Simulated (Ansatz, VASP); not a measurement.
One calculation of Bi4C, two programs

```
Bi C
1.0
    -3.20292    3.20292    3.20292
     3.20292   -3.20292    3.20292
     3.20292    3.20292   -3.20292
Bi C
4 1
Direct
  0.50000 0.50000 0.50000
  0.50000 0.00000 0.00000
  0.00000 0.00000 0.50000
  0.00000 0.50000 0.00000
  0.00000 0.00000 0.00000
```

Change from the starting cell: species swapped into the Hg4Pt type (Im-3m, No. 229).

Alike in both runs: task relaxation of cell and atoms; functional PBE; k mesh 4 × 4 × 4; occupations gaussian, width 0.1 eV; no spin polarisation.

|  | VASP | Ansatz |
| --- | --- | --- |
| version | VASP 6.6.1 | Ansatz 0.2.0 |
| potentials or method | VASP PAW PBE potentials, release 64 (Bi_d, C), cutoff 600 eV | scalar-relativistic, plane waves, PAW |
| valence electrons in the cell | 64 | 64 |

```csv
,VASP,Ansatz,Ansatz less VASP
"gap on the k mesh at the Fermi level, each at its own relaxed structure (eV)",none,none,-
relaxed volume (Å³/atom),28.23,28.20,-0.031
relaxed length of the cell vector where the two differ most in proportion (Å),5.681,5.679,-0.0021
```

A gap of «none» marks a metal or a gap that the smearing closes.

Spin-orbit coupling is off throughout.
